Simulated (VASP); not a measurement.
# Ga2O3 (C2/m) in VASP: single point with PBE

Aim: the single point of Ga2O3 with PBE.

Program: VASP 6.6.1. These are calculated values, not measurements. Logs are shortened: lines on timing, memory, paths and dates and some standing lists are left out, and cuts for length are marked.

## 1. The cell of the first run

It takes space group C2/m (No. 12, monoclinic). Conventional cell: a = 12.454 Å, b = 3.083 Å, c = 5.878 Å, α = 90.00°, β = 103.70°, γ = 90.00°. Ga (site symmetry m) has 4 O at 1.86 to 1.90 Å within 2.5 Å. Ga (site symmetry m) has 6 O at 1.97 to 2.11 Å within 2.6 Å. O (site symmetry m) has 3 Ga at 1.86 to 1.97 Å within 2.5 Å. Within 2.5 Å of O (site symmetry m) lie 4 Ga at 1.90 to 2.11 Å. Within 2.5 Å of O (site symmetry m) lie 3 Ga at 1.86 to 1.97 Å.

## 2. Single point, PBE

File INCAR:

```
SYSTEM = Ga2O3
PREC = Accurate ; ENCUT = 520
EDIFF = 1E-6 ; ISMEAR = 0
SIGMA = 0.01 ; LREAL = .FALSE.
LASPH = .TRUE. ; NELM = 100
ALGO = Normal ; ISIF = 2
LWAVE = .FALSE. ; LCHARG = .FALSE.
GGA = PE ; NBANDS = 55
```

File KPOINTS:

```
regular mesh
0
G
  8 8 4
  0 0 0
```

File POSCAR:

```
Ga2O3
1.0
    6.2270357971     -1.5417420511      0.0113454247
    6.2270357971      1.5417420511      0.0113454247
   -1.4027718404      0.0000000000      5.7077560376
Ga O
4 6
Direct
    0.0899134196      0.0899134196      0.7947126568
    0.9100865804      0.9100865804      0.2052873432
    0.6585014493      0.6585014493      0.3141544980
    0.3414985507      0.3414985507      0.6858455020
    0.1634993727      0.1634993727      0.1091951777
    0.8365006273      0.8365006273      0.8908048223
    0.1737013353      0.1737013353      0.5643510622
    0.8262986647      0.8262986647      0.4356489378
    0.4960243797      0.4960243797      0.2566981820
    0.5039756203      0.5039756203      0.7433018180
```

Potentials or basis: VASP PAW PBE potentials, release 64 (Ga_d, O).

Command:

```sh
$ cat potpaw_PBE.64/Ga_d/POTCAR potpaw_PBE.64/O/POTCAR > POTCAR
$ mpirun -np 1 vasp_std > vasp.out
```

OUTCAR:

```text
SYSTEM = Ga2O3
   PREC = Accurate
   ENCUT = 520
   EDIFF = 1E-6
   ISMEAR = 0
   LREAL = .FALSE.
   LASPH = .TRUE.
   NELM = 100
   ISIF = 2
   GGA = PE

 ion  position               nearest neighbor table
   1  0.090  0.090  0.795-   5 1.86  10 1.86  10 1.86   7 1.90
   2  0.910  0.910  0.205-   6 1.86   9 1.86   9 1.86   8 1.90
   3  0.659  0.659  0.314-   5 1.97   5 1.97   9 1.97   8 2.04   7 2.11   7 2.11
   4  0.341  0.341  0.686-   6 1.97   6 1.97  10 1.97   7 2.04   8 2.11   8 2.11
   5  0.163  0.163  0.109-   1 1.86   3 1.97   3 1.97
   6  0.837  0.837  0.891-   2 1.86   4 1.97   4 1.97
   7  0.174  0.174  0.564-   1 1.90   4 2.04   3 2.11   3 2.11
   8  0.826  0.826  0.436-   2 1.90   3 2.04   4 2.11   4 2.11
   9  0.496  0.496  0.257-   2 1.86   2 1.86   3 1.97
  10  0.504  0.504  0.743-   1 1.86   1 1.86   4 1.97

  LATTYP: Found a base centered monoclinic cell.
 ALAT       =    12.4540922651
 B/A-ratio  =     0.2475880246
 C/A-ratio  =     0.4719417116
 COS(beta)  =    -0.2368941203

  Lattice vectors:

 A1 = (   6.2270357971,  -1.5417420511,   0.0113454247)
 A2 = (   6.2270357971,   1.5417420511,   0.0113454247)
 A3 = (  -1.4027718404,   0.0000000000,   5.7077560376)

Analysis of symmetry for initial positions (statically):
=====================================================================
 Subroutine PRICEL returns:
 Original cell was already a primitive cell.

 Routine SETGRP: Setting up the symmetry group for a
 base centered monoclinic supercell.

 Subroutine GETGRP returns: Found  4 space group operations
 (whereof  4 operations were pure point group operations)
 out of a pool of  4 trial point group operations.

The static configuration has the point symmetry C_2h.

Analysis of symmetry for dynamics (positions and initial velocities):
=====================================================================
 Subroutine PRICEL returns:
 Original cell was already a primitive cell.

 Routine SETGRP: Setting up the symmetry group for a
 base centered monoclinic supercell.

 Subroutine GETGRP returns: Found  4 space group operations
 (whereof  4 operations were pure point group operations)
 out of a pool of  4 trial point group operations.

The dynamic configuration has the point symmetry C_2h.

 Subroutine INISYM returns: Found  4 space group operations
 (whereof  4 operations are pure point group operations),
 and found     1 'primitive' translations

----------------------------------------------------------------------------------------

                                     Primitive cell

  volume of cell :     109.6435

  direct lattice vectors                    reciprocal lattice vectors
     6.227035797 -1.541742051  0.011345425     0.080259088 -0.324308466  0.019724947
     6.227035797  1.541742051  0.011345425     0.080259088  0.324308466  0.019724947
    -1.402771840  0.000000000  5.707756038    -0.000319065  0.000000000  0.175121785

  length of vectors
     6.415066024  6.415066024  5.877605620     0.334673835  0.334673835  0.175122075

  position of ions in fractional coordinates (direct lattice)
     0.089913420  0.089913420  0.794712657
     0.910086580  0.910086580  0.205287343
     0.658501449  0.658501449  0.314154498
     0.341498551  0.341498551  0.685845502
     0.163499373  0.163499373  0.109195178
     0.836500627  0.836500627  0.890804822
     0.173701335  0.173701335  0.564351062
     0.826298665  0.826298665  0.435648938
     0.496024380  0.496024380  0.256698182
     0.503975620  0.503975620  0.743301818

  ion indices of the primitive-cell ions
   primitive index   ion index
                 1           1
                 2           2
                 3           3
                 4           4
                 5           5
                 6           6
                 7           7
                 8           8
                 9           9
                10          10

----------------------------------------------------------------------------------------

 KPOINTS: regular mesh

Automatic generation of k-mesh.
 Grid dimensions read from file:
 generate k-points for:    8    8    4

 Generating k-lattice:

  Cartesian coordinates                     Fractional coordinates (reciprocal lattice)
     0.010032386 -0.040538558  0.002465618     0.125000000 -0.000000000  0.000000000
     0.010032386  0.040538558  0.002465618    -0.000000000  0.125000000  0.000000000
    -0.000079766  0.000000000  0.043780446     0.000000000  0.000000000  0.250000000

  Length of vectors
     0.041834229  0.041834229  0.043780519

  Shift w.r.t. Gamma in fractional coordinates (k-lattice)
     0.000000000  0.000000000  0.000000000

 Subroutine IBZKPT returns following result:
 ===========================================

 Found     78 irreducible k-points:

 Following reciprocal coordinates:
            Coordinates               Weight
  0.000000  0.000000  0.000000      1.000000
  0.125000  0.000000  0.000000      4.000000
  0.250000  0.000000  0.000000      4.000000
  0.375000 -0.000000  0.000000      4.000000
  0.500000  0.000000  0.000000      2.000000
  0.125000  0.125000  0.000000      2.000000
[... 16 lines left out ...]
  0.125000 -0.000000  0.250000      4.000000
  0.250000  0.000000  0.250000      4.000000
 [... further k-points ...]
   k-points           NKPTS =     78   k-points in BZ     NKDIM =     78   number of bands    NBANDS=     55
   number of dos      NEDOS =    301   number of ions     NIONS =     10
   total plane-waves  NPLWV = 110592
   dimension x,y,z NGX =    48 NGY =   48 NGZ =   48
   dimension x,y,z NGXF=    96 NGYF=   96 NGZF=   96
   ions per type =               4   6
   NGX,Y,Z   is equivalent  to a cutoff of  12.44, 12.44, 13.58 a.u.
   NGXF,Y,Z  is equivalent  to a cutoff of  24.88, 24.88, 27.15 a.u.
 SYSTEM =  Ga2O3
   PREC   = accura    normal or accurate (medium, high low for compatibility)
   ISTART =      0    job   : 0-new  1-cont  2-samecut
   ICHARG =      2    charge: 1-file 2-atom 10-const
   ISPIN  =      1    spin polarized calculation?
   LNONCOLLINEAR =      F non collinear calculations
   LSORBIT =      F    spin-orbit coupling
   LASPH  =      T    aspherical Exc in radial PAW
   ENCUT  =  520.0 eV  38.22 Ry    6.18 a.u.  11.93 11.93 10.93*2*pi/ulx,y,z
   NELM   =    100;   NELMIN=  2; NELMDL= -5     # of ELM steps
   EDIFF  = 0.1E-05   stopping-criterion for ELM
   LREAL  =      F    real-space projection
   EDIFFG = 0.1E-04   stopping-criterion for IOM
   NSW    =      0    number of steps for IOM
   IBRION =     -1    ionic relax: 0-MD 1-quasi-New 2-CG
   NFREE  =      0    steps in history (QN), initial steepest desc. (CG)
   ISIF   =      2    stress and relaxation
   ISYM   =      2    0-nonsym 1-usesym 2-fastsym
   POTIM  = 0.5000    time-step for ionic-motion
   TEBEG  =    0.0;   TEEND  =   0.0 temperature during run
   PSTRESS=    0.0 pullay stress
   NELECT =      88.0000    total number of electrons
   NUPDOWN=      -1.0000    fix difference up-down
   EMIN   =  10.00;   EMAX   =-10.00  energy-range for DOS
   EFERMI =   0.00;   METHOD = LEGACY
   ISMEAR =     0;   SIGMA  =   0.01  broadening in eV -4-tet -1-fermi 0-gaus
   EFERMI_NEDOS =   21; number of points for ismear=-14 and -15
   IALGO  =     38    algorithm
   IMIX   =      4    mixing-type and parameters
     AMIX     =   0.40;   BMIX     =  1.00
     AMIX_MAG =   1.60;   BMIX_MAG =  1.00
  volume/ion in A,a.u.               =      10.96        73.99
  Fermi-wavevector in a.u.,A,eV,Ry     =   1.521393  2.875016 31.492545  2.314637
  Thomas-Fermi vector in A             =   2.630114
   LORBIT       =      0    0 simple, 1 ext, 2 COOP (PROOUT), +10 PAW based schemes
   GGA     = PE    functional components
   LHFCALC =     F    Hartree Fock is set to
   AEXX    =    0.0000 exact exchange contribution
   IVDW    =     0    specifies the selected vdW correction
   LEPSILON=     F    determine dielectric tensor
   LRPA    =     F    only Hartree local field effects (RPA)
 non-spin polarized calculation
 Gauss-broadening in eV      SIGMA  =   0.01
  energy-cutoff  :      520.00
  volume of cell :      109.64
 maximum number of plane-waves:      2970
   NGX = 23   NGY = 23   NGZ = 21

 number of electron      87.9999987 magnetization

 Free energy of the ion-electron system (eV)
  ---------------------------------------------------
  ext. energy  EPLUGINS =         0.00000000
  ---------------------------------------------------
  free energy    TOTEN  =       -59.67797411 eV

  energy without entropy =      -59.67797411  energy(sigma->0) =      -59.67797411

 E-fermi :   3.5077     XC(G=0): -11.3737

 val. band max:        3.4341346522   @ k =   0.5000   0.3750   0.5000
 cond. band min:       5.4341642588   @ k =   0.0000   0.0000   0.0000
 fundamental gap:      2.0000296066
 Fermi energy:         3.5077059210

 k-point     1 :       0.0000    0.0000    0.0000
  band No.  band energies     occupation
      1     -15.1863      2.00000
      2     -14.1292      2.00000
      3     -14.0987      2.00000
      4     -13.9947      2.00000
      5     -13.5523      2.00000
      6     -13.5461      2.00000
[... 47 lines left out ...]
     54      15.4401      0.00000
     55      15.6377      0.00000

 k-point     2 :       0.1250    0.0000    0.0000
  band No.  band energies     occupation
      1     -15.0741      2.00000
      2     -14.1029      2.00000
      3     -14.0843      2.00000
      4     -13.9183      2.00000
      5     -13.5573      2.00000
      6     -13.5475      2.00000
[... 47 lines left out ...]
     54      14.5678      0.00000
     55      14.8309      0.00000

 k-point     3 :       0.2500    0.0000    0.0000
  band No.  band energies     occupation
      1     -14.7723      2.00000
      2     -14.0577      2.00000
      3     -13.9824      2.00000
      4     -13.8044      2.00000
      5     -13.5652      2.00000
      6     -13.5511      2.00000
[... 1152 lines left out ...]
 k-point    23 :       0.1250   -0.0000    0.2500
  band No.  band energies     occupation
      1     -14.9657      2.00000
      2     -14.2799      2.00000
      3     -14.1020      2.00000
      4     -13.8392      2.00000
      5     -13.6082      2.00000
      6     -13.5182      2.00000
[... 47 lines left out ...]
     54      14.8148      0.00000
     55      15.2882      0.00000

 k-point    24 :       0.2500    0.0000    0.2500
  band No.  band energies     occupation
      1     -14.6718      2.00000
      2     -14.1614      2.00000
      3     -14.0174      2.00000
      4     -13.7624      2.00000
      5     -13.6079      2.00000
      6     -13.5315      2.00000
[... 47 lines left out ...]
     54      13.9090      0.00000
     55      15.0629      0.00000

 [... further k-points ...]

------------------------ aborting loop because EDIFF is reached ----------------------------------------

  FORCE on cell =-STRESS in cart. coord.  units (eV):
  Direction    XX          YY          ZZ          XY          YZ          ZX
  --------------------------------------------------------------------------------------
  -------------------------------------------------------------------------------------
  Total        0.3607468      0.4560574      0.3620350      0.0000000      0.0000000      0.0203008
  in kB        5.2714509      6.6641869      5.2902749      0.0000000      0.0000000      0.2966483
  external PRESSURE =       5.7419709 kB  Pullay stress =       0.0000000 kB

 VOLUME and BASIS-vectors are now :
 -----------------------------------------------------------------------------
  energy-cutoff  :      520.00
  volume of cell :      109.64
      direct lattice vectors                 reciprocal lattice vectors
     6.227035797 -1.541742051  0.011345425     0.080259088 -0.324308466  0.019724947
     6.227035797  1.541742051  0.011345425     0.080259088  0.324308466  0.019724947
    -1.402771840  0.000000000  5.707756038    -0.000319065  0.000000000  0.175121785

 POSITION                                       TOTAL-FORCE (eV/Angst)
 -----------------------------------------------------------------------------------
      0.00499      0.00000      4.53807         0.003227      0.000000      0.006103
     11.04631      0.00000      1.19238        -0.003227      0.000000     -0.006103
      7.76034      0.00000      1.80806        -0.009472      0.000000     -0.001766
      3.29096      0.00000      3.92239         0.009472      0.000000      0.001766
      1.88306      0.00000      0.62697         0.020143      0.000000     -0.016684
      9.16824      0.00000      5.10348        -0.020143      0.000000      0.016684
      1.37163      0.00000      3.22512        -0.009724      0.000000     -0.002625
      9.67967      0.00000      2.50533         0.009724      0.000000      0.002625
      5.81743      0.00000      1.47643         0.003975      0.000000      0.005905
      5.23387      0.00000      4.25402        -0.003975      0.000000     -0.005905
 -----------------------------------------------------------------------------------
    total drift:                                0.000000     -0.000000     -0.000000

  FREE ENERGIE OF THE ION-ELECTRON SYSTEM (eV)
  ---------------------------------------------------
  free  energy   TOTEN  =       -59.6779741150 eV

  energy  without entropy=      -59.6779741150  energy(sigma->0) =      -59.67797411
```

Wall time 5.4 min (1 thread of Intel Xeon 6975P-C (Granite Rapids), shared host); peak memory 0.54 GiB.

What came out:

| Item | Value |
| --- | --- |
| Free energy | -59.6780 eV |
| Pressure | 0.6 GPa |
| Largest force | 0.026 eV/Å |
| Band gap on the k mesh | 2.00 eV (least direct gap 2.02 eV) |

Forces in eV/Å, atoms in the order of the input:
```
Ga   0.003  0.000  0.006
Ga  -0.003  0.000 -0.006
Ga  -0.009  0.000 -0.002
Ga   0.009  0.000  0.002
O    0.020  0.000 -0.017
O   -0.020  0.000  0.017
O   -0.010  0.000 -0.003
O    0.010  0.000  0.003
O    0.004  0.000  0.006
O   -0.004  0.000 -0.006
```

Stress tensor (GPa, compression positive):
```
0.53 0.00 0.03
0.00 0.67 0.00
0.03 0.00 0.53
```

Levels at points of the mesh, in eV from the valence-band top:
```tsv
k point	band 40	band 41	band 42	band 43	band 44	band 45	band 46	band 47	band 48	band 49
(0.00, 0.00, 0.00)	-0.69	-0.66	-0.46	-0.28	-0.02	2.00	5.36	6.28	6.45	7.54
(0.50, 0.00, 0.00)	-1.27	-0.76	-0.69	-0.47	-0.09	5.34	6.14	6.81	7.02	7.75
(0.50, 0.50, 0.00)	-1.01	-0.68	-0.67	-0.42	-0.13	4.18	4.41	5.62	6.15	7.71
(0.00, 0.00, 0.50)	-1.37	-0.63	-0.59	-0.53	-0.29	4.35	4.55	6.28	6.81	7.50
(0.50, 0.00, 0.50)	-1.23	-1.05	-0.97	-0.69	-0.61	6.47	6.53	7.45	7.61	8.16
(0.50, 0.50, 0.50)	-0.70	-0.63	-0.63	-0.58	0.00	4.75	4.97	5.81	6.10	6.80
```

A k mesh can miss the band edges.
